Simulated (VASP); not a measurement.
Here is a VASP 6.6.1 calculation.

POSCAR

```
HC4
1.0
    5.0350011261      0.0000000000      0.0000000000
    0.0000000000      2.5175005631      0.0000000000
    0.0000000000      0.0000000000     19.7329018234
C H
16 4
Direct
    0.5000000000      0.5000000000      0.2357689632
    0.0000000000      0.5000000000      0.2357689632
    0.5000000000      0.0000000000      0.2808748918
    0.0000000000      0.0000000000      0.2808748918
    0.7500000000      0.0000000000      0.3259808203
    0.2500000000      0.0000000000      0.3259808203
    0.7500000000      0.5000000000      0.3710867489
    0.2500000000      0.5000000000      0.3710867489
   -0.0044385377      0.5000000000      0.4168507044
    0.5021209345      0.5000000000      0.4086487597
   -0.0067236289      0.0000000000      0.4622668825
    0.5060782698      0.0000000000      0.4481504811
    0.2589039569      0.0000000000      0.4974731503
    0.7275564992      0.0000000000      0.5025650479
    0.3638727791      0.5000000000      0.5213824250
    0.6299579550      0.5000000000      0.5358253084
    0.6429144453      0.5000000000      0.1982508924
    0.3570855547      0.5000000000      0.1982508924
    0.1423584706      0.5000000000      0.1980631397
   -0.1423584706      0.5000000000      0.1980631397
```

File INCAR.step1:

```
  ALGO = Normal
  DIPOL = 0.5 0.5 0.351
  EDIFF = 1E-4
  ENCUT = 520
  GGA = PE
  IDIPOL = 3
  ISMEAR = 0
  LASPH = True
  LCHARG = False
  LDIPOL = True
  LREAL = Auto
  LWAVE = True
  NBANDS = 50
  NELM = 80
  PREC = Accurate
  SIGMA = 0.05
```

File INCAR.step2:

```
  ALGO = Normal
  DIPOL = 0.5 0.5 0.351
  EDIFF = 1E-6
  ENCUT = 520
  IDIPOL = 3
  ISIF = 2
  ISMEAR = 0
  ISTART = 1
  LASPH = True
  LCHARG = False
  LDIPOL = True
  LMIXTAU = True
  LREAL = Auto
  LWAVE = False
  METAGGA = R2SCAN
  NBANDS = 50
  NELM = 80
  PREC = Accurate
  SIGMA = 0.05
```

File KPOINTS:

```
k-points
0
Gamma
  5 10 1
```

Potentials or basis: VASP PAW PBE potentials, release 64 (C, H).

Command:

```sh
$ cat potpaw_PBE.64/C/POTCAR potpaw_PBE.64/H/POTCAR > POTCAR
$ cp INCAR.step1 INCAR
$ mpirun -np 1 vasp_std > vasp.out
$ cp INCAR.step2 INCAR
$ mpirun -np 1 vasp_std > vasp.out
```

Task: What does it give for the largest force?

Result: 6.191 eV/Å.

Task: Estimate the band gap on the k mesh.

Result: 1.43 eV (least direct gap 1.49 eV).

Forces on the atoms (eV/Å):
```
C   -0.011  0.000  1.906
C    0.012  0.000  1.780
C    0.029  0.000 -1.620
C   -0.021  0.000 -1.791
C    0.873  0.000 -0.757
C   -0.866  0.000 -0.564
C    1.230  0.000 -3.005
C   -1.238  0.000 -2.234
C    0.022  0.000 -0.001
C   -0.019  0.000 -0.016
C   -0.016  0.000  0.016
C   -0.011  0.000 -0.005
C   -0.066  0.000  0.010
C    0.068  0.000  0.007
C   -0.065  0.000  6.190
C    0.072  0.000  0.295
H    0.061  0.000 -0.045
H   -0.058  0.000 -0.048
H    0.054  0.000 -0.061
H   -0.053  0.000 -0.058
```

Caveat: the PAW data sets were made with another functional, which shifts forces and pressure a little.
